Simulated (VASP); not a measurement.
# Si (P-3m1) in VASP: single point with r2SCAN

Aim: the single point of Si with r2SCAN.

Program: VASP 6.6.1. These are calculated values, not measurements. Logs are shortened: lines on timing, memory, paths and dates and some standing lists are left out, and cuts for length are marked.

**1. The cell of the first run**

Symmetry: P-3m1, No. 164, trigonal system. The conventional cell has a = 2.639 Å, b = 2.639 Å, c = 13.359 Å, α = 90.00°, β = 90.00°, γ = 120.00°. Within 3.3 Å of Si (site symmetry 3m) lie 12 Si at 2.50 to 2.74 Å. Within 3.5 Å of Si (site symmetry 3m) lie 12 Si at 2.64 to 2.74 Å. Si (site symmetry 3m) has 12 Si at 2.64 to 2.74 Å within 3.5 Å.

**2. Single point, r2SCAN (the distance across one plane changed)**

File POSCAR:

```
Si
1.0
   -2.6391948715      0.0000000000      0.0000000000
   -1.3195974358     -2.2856098043      0.0000000000
    0.0000000000      0.0000000000     13.3594726067
Si
6
Direct
    0.3333333333      0.3333333333      0.9372683525
    0.3333333333      0.3333333333      0.2556310350
    0.3333333333      0.3333333333      0.5964496938
    0.6666666667      0.6666666667      0.0852217056
    0.6666666667      0.6666666667      0.4260403644
    0.6666666667      0.6666666667      0.7668590231
```

File INCAR.step1:

```
  PREC = Accurate
  ENCUT = 520
  ISMEAR = 0
  SIGMA = 0.15
  LREAL = F
  LASPH = T
  NELM = 100
  NBANDS = 21
  GGA = PE
  ALGO = Normal
  EDIFF = 1E-4
  LWAVE = T
  LCHARG = F
```

File INCAR.step2:

```
  PREC = Accurate
  ENCUT = 520
  EDIFF = 1E-6
  ISMEAR = 0
  SIGMA = 0.15
  LREAL = F
  LASPH = T
  NELM = 100
  ALGO = Normal
  ISIF = 2
  LWAVE = F
  LCHARG = T
  METAGGA = R2SCAN
  LMIXTAU = T
  LELF = T
  LVHAR = T
  NBANDS = 21
  ISTART = 1
```

File KPOINTS:

```
Automatic mesh
0
Gamma
  25 25 5
```

Potentials or basis: VASP PAW PBE potentials, release 64 (Si).

On the command line:

```console
$ cat potpaw_PBE.64/Si/POTCAR > POTCAR
$ cp INCAR.step1 INCAR
$ mpirun -np 1 vasp_std > vasp.out
$ cp INCAR.step2 INCAR
$ mpirun -np 1 vasp_std > vasp.out
```

OUTCAR:

```text
PREC = Accurate
   ENCUT = 520
   EDIFF = 1E-6
   ISMEAR = 0
   LREAL = F
   LASPH = T
   NELM = 100
   ISIF = 2
   METAGGA = R2SCAN
   ISTART = 1

 ion  position               nearest neighbor table
   1  0.333  0.333  0.937-   4 2.50   4 2.50   4 2.50   6 2.74   6 2.74   6 2.74
   2  0.333  0.333  0.256-   4 2.74   5 2.74   4 2.74   5 2.74   4 2.74   5 2.74
   3  0.333  0.333  0.596-   6 2.74   6 2.74   6 2.74   5 2.74   5 2.74   5 2.74
   4  0.667  0.667  0.085-   1 2.50   1 2.50   1 2.50   2 2.74   2 2.74   2 2.74
   5  0.667  0.667  0.426-   3 2.74   2 2.74   3 2.74   2 2.74   3 2.74   2 2.74
   6  0.667  0.667  0.767-   3 2.74   3 2.74   3 2.74   1 2.74   1 2.74   1 2.74

  LATTYP: Found a hexagonal cell.
 ALAT       =     2.6391948716
 C/A-ratio  =     5.0619500480

  Lattice vectors:

 A1 = (   1.3195974358,   2.2856098043,   0.0000000000)
 A2 = (  -2.6391948715,   0.0000000000,   0.0000000000)
 A3 = (   0.0000000000,   0.0000000000,  13.3594726067)

Analysis of symmetry for initial positions (statically):
=====================================================================
 Subroutine PRICEL returns:
 Original cell was already a primitive cell.

 Routine SETGRP: Setting up the symmetry group for a
 hexagonal supercell.

 Subroutine GETGRP returns: Found 12 space group operations
 (whereof  6 operations were pure point group operations)
 out of a pool of 24 trial point group operations.

The static configuration has the point symmetry C_3v.
 The point group associated with its full space group is D_3d.

Analysis of symmetry for dynamics (positions and initial velocities):
=====================================================================
 Subroutine PRICEL returns:
 Original cell was already a primitive cell.

 Routine SETGRP: Setting up the symmetry group for a
 hexagonal supercell.

 Subroutine GETGRP returns: Found 12 space group operations
 (whereof  6 operations were pure point group operations)
 out of a pool of 24 trial point group operations.

The dynamic configuration has the point symmetry C_3v.
 The point group associated with its full space group is D_3d.

 Subroutine INISYM returns: Found 12 space group operations
 (whereof  6 operations are pure point group operations),
 and found     1 'primitive' translations

----------------------------------------------------------------------------------------
[... 90 lines left out ...]
   NGXF,Y,Z  is equivalent  to a cutoff of  25.20, 25.20, 24.89 a.u.
 SYSTEM =  unknown system
   PREC   = accura    normal or accurate (medium, high low for compatibility)
   ISTART =      1    job   : 0-new  1-cont  2-samecut
   ICHARG =      0    charge: 1-file 2-atom 10-const
   ISPIN  =      1    spin polarized calculation?
   LNONCOLLINEAR =      F non collinear calculations
   LSORBIT =      F    spin-orbit coupling
   LASPH  =      T    aspherical Exc in radial PAW
   ENCUT  =  520.0 eV  38.22 Ry    6.18 a.u.   4.91  4.91 24.84*2*pi/ulx,y,z
   NELM   =    100;   NELMIN=  2; NELMDL=  0     # of ELM steps
   EDIFF  = 0.1E-05   stopping-criterion for ELM
   LREAL  =      F    real-space projection
[... 7 lines left out ...]
   TEBEG  =    0.0;   TEEND  =   0.0 temperature during run
   PSTRESS=    0.0 pullay stress
   NELECT =      24.0000    total number of electrons
   NUPDOWN=      -1.0000    fix difference up-down
   EMIN   =  10.00;   EMAX   =-10.00  energy-range for DOS
   EFERMI =   0.00;   METHOD = LEGACY
   ISMEAR =     0;   SIGMA  =   0.15  broadening in eV -4-tet -1-fermi 0-gaus
   EFERMI_NEDOS =   21; number of points for ismear=-14 and -15
   IALGO  =     38    algorithm
   IMIX   =      4    mixing-type and parameters
     AMIX     =   0.40;   BMIX     =  1.00
     AMIX_MAG =   1.60;   BMIX_MAG =  1.00
  volume/ion in A,a.u.               =      13.43        90.64
  Fermi-wavevector in a.u.,A,eV,Ry     =   1.093262  2.065966 16.261983  1.195222
  Thomas-Fermi vector in A             =   2.229544
   LORBIT       =      0    0 simple, 1 ext, 2 COOP (PROOUT), +10 PAW based schemes
   METAGGA = R2SCAN    functional components
   LHFCALC =     F    Hartree Fock is set to
   AEXX    =    0.0000 exact exchange contribution
   IVDW    =     0    specifies the selected vdW correction
   LEPSILON=     F    determine dielectric tensor
   LRPA    =     F    only Hartree local field effects (RPA)
 non-spin polarized calculation
 Gauss-broadening in eV      SIGMA  =   0.15
  energy-cutoff  :      520.00
  volume of cell :       80.59
 maximum number of plane-waves:      2211
   NGX =  9   NGY =  9   NGZ = 49

 number of electron      24.0000001 magnetization

 Free energy of the ion-electron system (eV)
  ---------------------------------------------------
  ext. energy  EPLUGINS =         0.00000000
  ---------------------------------------------------
  free energy    TOTEN  =       -48.29604181 eV

  energy without entropy =      -48.27349489  energy(sigma->0) =      -48.28476835

 E-fermi :  11.2499     XC(G=0): -12.2909

 val. band max:       11.2490437673   @ k =   0.4400   0.2000   0.2000
 cond. band min:      11.2506483841   @ k =   0.3600   0.0800   0.0000
 fundamental gap:      0.0016046168
 Fermi energy:        11.2499469288

 k-point     1 :       0.0000    0.0000    0.0000
  band No.  band energies     occupation
      1      -5.1124      2.00000
      2      -4.1540      2.00000
      3      -3.8173      2.00000
      4      -1.6006      2.00000
      5      -1.2663      2.00000
      6       2.4726      2.00000
[... 565 lines left out ...]
     20      16.2705      0.00000
     21      16.5277      0.00000

 [... further k-points ...]
[... 5 lines left out ...]
  --------------------------------------------------------------------------------------
  -------------------------------------------------------------------------------------
  Total        1.1194977      1.1194977      2.0892976      0.0000000      0.0000000      0.0000000
  in kB       22.2572204     22.2572204     41.5382340      0.0000000      0.0000000      0.0000000
  external PRESSURE =      28.6842249 kB  Pullay stress =       0.0000000 kB

 VOLUME and BASIS-vectors are now :
 -----------------------------------------------------------------------------
  energy-cutoff  :      520.00
  volume of cell :       80.59
      direct lattice vectors                 reciprocal lattice vectors
    -2.639194871  0.000000000  0.000000000    -0.378903434  0.218760000  0.000000000
    -1.319597436 -2.285609804  0.000000000     0.000000000 -0.437519999  0.000000000
     0.000000000  0.000000000 13.359472607     0.000000000  0.000000000  0.074853254

 POSITION                                       TOTAL-FORCE (eV/Angst)
 -----------------------------------------------------------------------------------
     -1.31960     -0.76187     12.52141         0.000000      0.000000     -1.134481
     -1.31960     -0.76187      3.41510        -0.000000     -0.000000      0.039812
     -1.31960     -0.76187      7.96825        -0.000000      0.000000     -0.024313
     -2.63919     -1.52374      1.13852        -0.000000     -0.000000      1.134481
     -2.63919     -1.52374      5.69167        -0.000000     -0.000000      0.024313
     -2.63919     -1.52374     10.24483         0.000000      0.000000     -0.039812
 -----------------------------------------------------------------------------------
    total drift:                               -0.000000     -0.000000      0.000126

  FREE ENERGIE OF THE ION-ELECTRON SYSTEM (eV)
  ---------------------------------------------------
  free  energy   TOTEN  =       -48.2960418073 eV

  energy  without entropy=      -48.2734948874  energy(sigma->0) =      -48.28476835
```

OUTCAR.step1:

```text
PREC = Accurate
   ENCUT = 520
   ISMEAR = 0
   LREAL = F
[... 815 lines left out ...]
     -1.31960     -0.76187      7.96825         0.000000     -0.000000     -0.015794
     -2.63919     -1.52374      1.13852         0.000000      0.000000      1.220475
     -2.63919     -1.52374      5.69167         0.000000     -0.000000      0.015794
     -2.63919     -1.52374     10.24483        -0.000000      0.000000     -0.035256
 -----------------------------------------------------------------------------------
    total drift:                               -0.000000     -0.000000     -0.000001

  FREE ENERGIE OF THE ION-ELECTRON SYSTEM (eV)
  ---------------------------------------------------
  free  energy   TOTEN  =       -29.2815283092 eV

  energy  without entropy=      -29.2571469375  energy(sigma->0) =      -29.26933762
```

Run time: 11 min. Hardware: 1 thread of Intel Xeon 6975P-C (Granite Rapids), shared host; peak memory 0.44 GiB.

What came out:

```
Free energy            : -48.2960 eV
Pressure               : 2.9 GPa
Largest force          : 1.134 eV/Å
Band gap on the k mesh : zero (bands 12 and 13 overlap by 13.08 eV)
```

Forces in eV/Å, atoms in the order of the input:
```
Si   0.000  0.000 -1.134
Si   0.000  0.000  0.040
Si   0.000  0.000 -0.024
Si   0.000  0.000  1.134
Si   0.000  0.000  0.024
Si   0.000  0.000 -0.040
```

Levels at points of the mesh, in eV from the Fermi level:
| k point | band 8 | band 9 | band 10 | band 11 | band 12 | band 13 | band 14 | band 15 | band 16 | band 17 |
| --- | --- | --- | --- | --- | --- | --- | --- | --- | --- | --- |
| (0.00, 0.00, 0.00) | -2.82 | -2.57 | 4.27 | 4.54 | 9.59 | 9.59 | 10.55 | 10.55 | 10.86 | 10.86 |

Caveat: the cell differs from its parent crystal (the distance across one plane changed); the PAW data sets were made with another functional, which shifts forces and pressure a little.
